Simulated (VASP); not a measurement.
# TiTe2 (P-1) in VASP: a series of runs

TiTe2 is run at these levels: PBE; tasks: single point.

Everything below comes from runs of VASP 6.6.1. Logs are shortened: lines on timing, memory, paths and dates and some standing lists are left out, and cuts for length are marked.

## 1. The cell of the first run

The typed cell holds 3 atoms: a = 3.778 Å, b = 3.843 Å, c = 6.498 Å, α = 90.00°, β = 90.00°, γ = 121.71°.

## 2. Single point, PBE

File INCAR:

```
SYSTEM = TiTe2
ALGO = Normal
EDIFF = 1E-7
ENCUT = 520
GGA = PE
ISIF = 2
ISMEAR = -1
LASPH = .TRUE.
LCHARG = .FALSE.
LREAL = .FALSE.
LWAVE = .FALSE.
NBANDS = 19
NELM = 60
PREC = Accurate
SIGMA = 0.05
```

File KPOINTS:

```
k-points
0
G
  7 7 4
  0 0 0
```

File POSCAR:

```
TiTe2
1.0
    3.7770000000     -0.0755400000      0.0000000000
   -1.9539195590      3.3087479501      0.0000000000
    0.0000000000      0.0000000000      6.4980000000
Te Ti
2 1
Direct
    0.3333333333      0.6666666667      0.7372000000
    0.6666666667      0.3333333333      0.2628000000
    0.0000000000      0.0000000000      0.0000000000
```

Potentials or basis: VASP PAW PBE potentials, release 64 (Te, Ti_sv).

On the command line:

```console
$ cat potpaw_PBE.64/Te/POTCAR potpaw_PBE.64/Ti_sv/POTCAR > POTCAR
$ mpirun -np 1 vasp_std > vasp.out
```

OUTCAR:

```text
SYSTEM = TiTe2
   EDIFF = 1E-7
   ENCUT = 520
   GGA = PE
   ISIF = 2
   ISMEAR = -1
   LASPH = .TRUE.
   LREAL = .FALSE.
   NELM = 60
   PREC = Accurate

 ion  position               nearest neighbor table
   1  0.333  0.667  0.737-   3 2.74   3 2.77   3 2.80
   2  0.667  0.333  0.263-   3 2.74   3 2.77   3 2.80
   3  0.000  0.000  0.000-   2 2.74   1 2.74   2 2.77   1 2.77   1 2.80   2 2.80

  LATTYP: Found a simple monoclinic cell.
 ALAT       =     3.7117726147
 B/A-ratio  =     1.7506460321
 C/A-ratio  =     1.0177766034
 COS(beta)  =    -0.4736455830

  Lattice vectors:

 A1 = (   1.8230804410,   3.2332079501,   0.0000000000)
 A2 = (   0.0000000000,   0.0000000000,  -6.4980000000)
 A3 = (  -3.7770000000,   0.0755400000,   0.0000000000)

Analysis of symmetry for initial positions (statically):
=====================================================================
 Subroutine PRICEL returns:
 Original cell was already a primitive cell.

 Routine SETGRP: Setting up the symmetry group for a
 simple monoclinic supercell.

 Subroutine GETGRP returns: Found  2 space group operations
 (whereof  2 operations were pure point group operations)
 out of a pool of  4 trial point group operations.

The static configuration has the point symmetry S_2 .

Analysis of symmetry for dynamics (positions and initial velocities):
=====================================================================
 Subroutine PRICEL returns:
 Original cell was already a primitive cell.

 Routine SETGRP: Setting up the symmetry group for a
 simple monoclinic supercell.

 Subroutine GETGRP returns: Found  2 space group operations
 (whereof  2 operations were pure point group operations)
 out of a pool of  4 trial point group operations.

The dynamic configuration has the point symmetry S_2 .

 Subroutine INISYM returns: Found  2 space group operations
 (whereof  2 operations are pure point group operations),
 and found     1 'primitive' translations

----------------------------------------------------------------------------------------

                                     Primitive cell

  volume of cell :      80.2473

  direct lattice vectors                    reciprocal lattice vectors
     3.777000000 -0.075540000  0.000000000     0.267924751  0.158217979  0.000000000
    -1.953919559  3.308747950  0.000000000     0.006116826  0.305841304  0.000000000
     0.000000000  0.000000000  6.498000000     0.000000000  0.000000000  0.153893506

  length of vectors
     3.777755324  3.842605189  6.498000000     0.311153662  0.305902466  0.153893506

  position of ions in fractional coordinates (direct lattice)
     0.333333333  0.666666667  0.737200000
     0.666666667  0.333333333  0.262800000
     0.000000000  0.000000000  0.000000000

  ion indices of the primitive-cell ions
   primitive index   ion index
                 1           1
                 2           2
                 3           3

----------------------------------------------------------------------------------------

 KPOINTS: k-points

Automatic generation of k-mesh.
 Grid dimensions read from file:
 generate k-points for:    7    7    4

 Generating k-lattice:

  Cartesian coordinates                     Fractional coordinates (reciprocal lattice)
     0.038274964  0.022602568  0.000000000     0.142857143 -0.000000000  0.000000000
     0.000873832  0.043691615  0.000000000     0.000000000  0.142857143  0.000000000
     0.000000000  0.000000000  0.038473376     0.000000000  0.000000000  0.250000000

  Length of vectors
     0.044450523  0.043700352  0.038473376

  Shift w.r.t. Gamma in fractional coordinates (k-lattice)
     0.000000000  0.000000000  0.000000000

 Subroutine IBZKPT returns following result:
 ===========================================

 Found     99 irreducible k-points:

 Following reciprocal coordinates:
            Coordinates               Weight
  0.000000  0.000000  0.000000      1.000000
  0.142857  0.000000  0.000000      2.000000
  0.285714  0.000000  0.000000      2.000000
  0.428571  0.000000  0.000000      2.000000
 -0.000000  0.142857  0.000000      2.000000
  0.142857  0.142857  0.000000      2.000000
[... 16 lines left out ...]
 -0.428571  0.428571  0.000000      2.000000
 -0.285714  0.428571  0.000000      2.000000
 [... further k-points ...]
   k-points           NKPTS =     99   k-points in BZ     NKDIM =     99   number of bands    NBANDS=     19
   number of dos      NEDOS =    301   number of ions     NIONS =      3
   total plane-waves  NPLWV =  40320
   dimension x,y,z NGX =    28 NGY =   30 NGZ =   48
   dimension x,y,z NGXF=    56 NGYF=   60 NGZF=   96
   ions per type =               2   1
   NGX,Y,Z   is equivalent  to a cutoff of  12.32, 12.98, 12.28 a.u.
   NGXF,Y,Z  is equivalent  to a cutoff of  24.64, 25.96, 24.56 a.u.
 SYSTEM =  TiTe2
   PREC   = accura    normal or accurate (medium, high low for compatibility)
   ISTART =      0    job   : 0-new  1-cont  2-samecut
   ICHARG =      2    charge: 1-file 2-atom 10-const
   ISPIN  =      1    spin polarized calculation?
   LNONCOLLINEAR =      F non collinear calculations
   LSORBIT =      F    spin-orbit coupling
   LASPH  =      T    aspherical Exc in radial PAW
   ENCUT  =  520.0 eV  38.22 Ry    6.18 a.u.   7.02  7.14 12.08*2*pi/ulx,y,z
   NELM   =     60;   NELMIN=  2; NELMDL= -5     # of ELM steps
   EDIFF  = 0.1E-06   stopping-criterion for ELM
   LREAL  =      F    real-space projection
   EDIFFG = 0.1E-05   stopping-criterion for IOM
   NSW    =      0    number of steps for IOM
   IBRION =     -1    ionic relax: 0-MD 1-quasi-New 2-CG
   NFREE  =      0    steps in history (QN), initial steepest desc. (CG)
   ISIF   =      2    stress and relaxation
   ISYM   =      2    0-nonsym 1-usesym 2-fastsym
   POTIM  = 0.5000    time-step for ionic-motion
   TEBEG  =    0.0;   TEEND  =   0.0 temperature during run
   PSTRESS=    0.0 pullay stress
   NELECT =      24.0000    total number of electrons
   NUPDOWN=      -1.0000    fix difference up-down
   EMIN   =  10.00;   EMAX   =-10.00  energy-range for DOS
   EFERMI =   0.00;   METHOD = LEGACY
   ISMEAR =    -1;   SIGMA  =   0.05  broadening in eV -4-tet -1-fermi 0-gaus
   EFERMI_NEDOS =   21; number of points for ismear=-14 and -15
   IALGO  =     38    algorithm
   IMIX   =      4    mixing-type and parameters
     AMIX     =   0.40;   BMIX     =  1.00
     AMIX_MAG =   1.60;   BMIX_MAG =  1.00
  volume/ion in A,a.u.               =      26.75       180.51
  Fermi-wavevector in a.u.,A,eV,Ry     =   1.094801  2.068873 16.307787  1.198589
  Thomas-Fermi vector in A             =   2.231112
   LORBIT       =      0    0 simple, 1 ext, 2 COOP (PROOUT), +10 PAW based schemes
   GGA     = PE    functional components
   LHFCALC =     F    Hartree Fock is set to
   AEXX    =    0.0000 exact exchange contribution
   IVDW    =     0    specifies the selected vdW correction
   LEPSILON=     F    determine dielectric tensor
   LRPA    =     F    only Hartree local field effects (RPA)
 non-spin polarized calculation
  energy-cutoff  :      520.00
  volume of cell :       80.25
 maximum number of plane-waves:      2178
   NGX = 15   NGY = 15   NGZ = 25

 number of electron      24.0000003 magnetization

 Free energy of the ion-electron system (eV)
  ---------------------------------------------------
  ext. energy  EPLUGINS =         0.00000000
  ---------------------------------------------------
  free energy    TOTEN  =       -16.20050564 eV

  energy without entropy =      -16.18923119  energy(sigma->0) =      -16.19486841

 E-fermi :   6.8216     XC(G=0):  -9.8616

 val. band max:        6.8180919480   @ k =  -0.1429   0.1429   0.0000
 cond. band min:       6.8258782668   @ k =   0.0000  -0.2857   0.2500
 fundamental gap:      0.0077863188
 Fermi energy:         6.8215952133

 k-point     1 :       0.0000    0.0000    0.0000
  band No.  band energies     occupation
      1     -50.6470      2.00000
      2     -26.9206      2.00000
      3     -26.8959      2.00000
      4     -26.8590      2.00000
      5      -5.5828      2.00000
      6      -4.0799      2.00000
[... 11 lines left out ...]
     18      11.9156      0.00000
     19      12.7654      0.00000

 k-point     2 :       0.1429    0.0000    0.0000
  band No.  band energies     occupation
      1     -50.6464      2.00000
      2     -26.9232      2.00000
      3     -26.9027      2.00000
      4     -26.8583      2.00000
      5      -5.3483      2.00000
      6      -3.9583      2.00000
[... 11 lines left out ...]
     18      12.8314      0.00000
     19      13.6555      0.00000

 k-point     3 :       0.2857    0.0000    0.0000
  band No.  band energies     occupation
      1     -50.6450      2.00000
      2     -26.9316      2.00000
      3     -26.9165      2.00000
      4     -26.8555      2.00000
      5      -4.7103      2.00000
      6      -3.6725      2.00000
[... 11 lines left out ...]
     18      12.3285      0.00000
     19      12.9581      0.00000

 k-point     4 :       0.4286    0.0000    0.0000
  band No.  band energies     occupation
      1     -50.6438      2.00000
      2     -26.9424      2.00000
      3     -26.9238      2.00000
      4     -26.8528      2.00000
      5      -3.9384      2.00000
      6      -3.5115      2.00000
[... 11 lines left out ...]
     18      12.0192      0.00000
     19      12.2910      0.00000

 k-point     5 :      -0.0000    0.1429    0.0000
  band No.  band energies     occupation
      1     -50.6465      2.00000
      2     -26.9237      2.00000
      3     -26.9020      2.00000
      4     -26.8578      2.00000
      5      -5.3590      2.00000
      6      -3.9660      2.00000
[... 11 lines left out ...]
     18      12.8730      0.00000
     19      13.6353      0.00000
[... 334 lines left out ...]
      2     -26.9467      2.00000
      3     -26.9204      2.00000
      4     -26.8529      2.00000
      5      -3.7791      2.00000
      6      -3.4776      2.00000
[... 11 lines left out ...]
     18      11.0014      0.00000
     19      14.8134      0.00000

 k-point    22 :       0.4286    0.4286    0.0000
  band No.  band energies     occupation
      1     -50.6442      2.00000
      2     -26.9531      2.00000
      3     -26.9090      2.00000
      4     -26.8543      2.00000
      5      -3.8327      2.00000
      6      -3.6154      2.00000
[... 11 lines left out ...]
     18      11.8774      0.00000
     19      13.7251      0.00000

 k-point    23 :      -0.4286    0.4286    0.0000
  band No.  band energies     occupation
      1     -50.6445      2.00000
      2     -26.9537      2.00000
      3     -26.9028      2.00000
      4     -26.8552      2.00000
      5      -4.0993      2.00000
      6      -3.6398      2.00000
[... 11 lines left out ...]
     18      12.4916      0.00000
     19      12.5967      0.00000

 k-point    24 :      -0.2857    0.4286    0.0000
  band No.  band energies     occupation
      1     -50.6447      2.00000
      2     -26.9473      2.00000
      3     -26.9069      2.00000
      4     -26.8552      2.00000
      5      -4.3268      2.00000
      6      -3.5937      2.00000
[... 11 lines left out ...]
     18      12.1454      0.00000
     19      13.7589      0.00000

 [... further k-points ...]
[... 5 lines left out ...]
  --------------------------------------------------------------------------------------
  -------------------------------------------------------------------------------------
  Total        0.4298031      0.3495111      0.6320794      0.6990421      0.0226461      0.3875240
  in kB        8.5812307      6.9781605     12.6197760     13.9567189      0.4521412      7.7371072
  external PRESSURE =       9.3930558 kB  Pullay stress =       0.0000000 kB

 VOLUME and BASIS-vectors are now :
 -----------------------------------------------------------------------------
  energy-cutoff  :      520.00
  volume of cell :       80.25
      direct lattice vectors                 reciprocal lattice vectors
     3.777000000 -0.075540000  0.000000000     0.267924751  0.158217979  0.000000000
    -1.953919559  3.308747950  0.000000000     0.006116826  0.305841304  0.000000000
     0.000000000  0.000000000  6.498000000     0.000000000  0.000000000  0.153893506

 POSITION                                       TOTAL-FORCE (eV/Angst)
 -----------------------------------------------------------------------------------
     -0.04361      2.18065      4.79033        -0.090983     -0.004327     -0.019883
      1.86669      1.05256      1.70767         0.090983      0.004327      0.019883
      0.00000      0.00000      0.00000        -0.000000      0.000000      0.000000
 -----------------------------------------------------------------------------------
    total drift:                                0.000000     -0.000000      0.000000

  FREE ENERGIE OF THE ION-ELECTRON SYSTEM (eV)
  ---------------------------------------------------
  free  energy   TOTEN  =       -16.2005056421 eV

  energy  without entropy=      -16.1892311861  energy(sigma->0) =      -16.19486841
```

It took 2.8 min on 1 thread of Intel Xeon Platinum 8259CL at 2.50GHz (Skylake/Cascade Lake), shared host; peak memory 0.29 GiB.

Results:

```yaml
Free_energy: -16.2005 eV
Pressure: 0.9 GPa
Largest_force: 0.093 eV/Å
Band_gap_on_the_k_mesh: zero (band 12 reaches 7.30 eV, above the bottom of band 13 at 6.62 eV)
```

Forces in eV/Å, atoms in the order of the input:
```
Te  -0.091 -0.004 -0.020
Te   0.091  0.004  0.020
Ti   0.000  0.000  0.000
```

Stress tensor (GPa, compression positive):
```
0.86 1.40 0.77
1.40 0.70 0.05
0.77 0.05 1.26
```

Caveat: spin-orbit coupling is left out, which moves the levels of the heavy elements.

(Part 1 of 2 ends here.)
